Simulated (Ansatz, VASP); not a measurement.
# Two plane-wave programs on ZrSi2

```
Zr Si
1.0
     2.16553   -8.64654   -0.37173
     1.39876    8.45312    0.13311
    -0.23748    0.12674    3.13011
Zr Si
2 4
Direct
  0.89432 0.10214 0.75016
  0.10347 0.89276 0.24860
  0.55088 0.44436 0.75288
  0.45077 0.55792 0.24992
  0.25024 0.75221 0.74937
  0.75031 0.25061 0.24907
```

Change from the starting cell: cell sheared at random, sigma 0.1, atoms nudged by 0.01 Å.

Alike in both runs: task single point; functional PBEsol; k mesh 10 × 10 × 10; occupations gaussian, width 0.15 eV; no spin polarisation.

|  | VASP | Ansatz |
| --- | --- | --- |
| version | VASP 6.6.1 | Ansatz 0.2.0 |
| potentials or method | VASP PAW PBE potentials, release 64 (Zr_sv, Si), cutoff 520 eV | scalar-relativistic, plane waves, PAW |
| valence electrons in the cell | 40 | 40 |

Ansatz gave:

- gap on the k mesh at the Fermi level (eV): none
- pressure (GPa): 23.3
- traceless stress, the component that is largest in VASP (GPa): -32.31
- rms of the force components (eV/Å): 1.135

**Question.** What did VASP give for the same quantities?

**Answer.** gap on the k mesh at the Fermi level (eV): none; pressure (GPa): 23.5; traceless stress, the component that is largest in VASP (GPa): -32.43; rms of the force components (eV/Å): 1.143.

VASP's potentials were made for PBE, not for PBEsol. Atom by atom the forces differ by 0.008 eV/Å (rms over components). A gap of «none» marks a metal or a gap that the smearing closes.
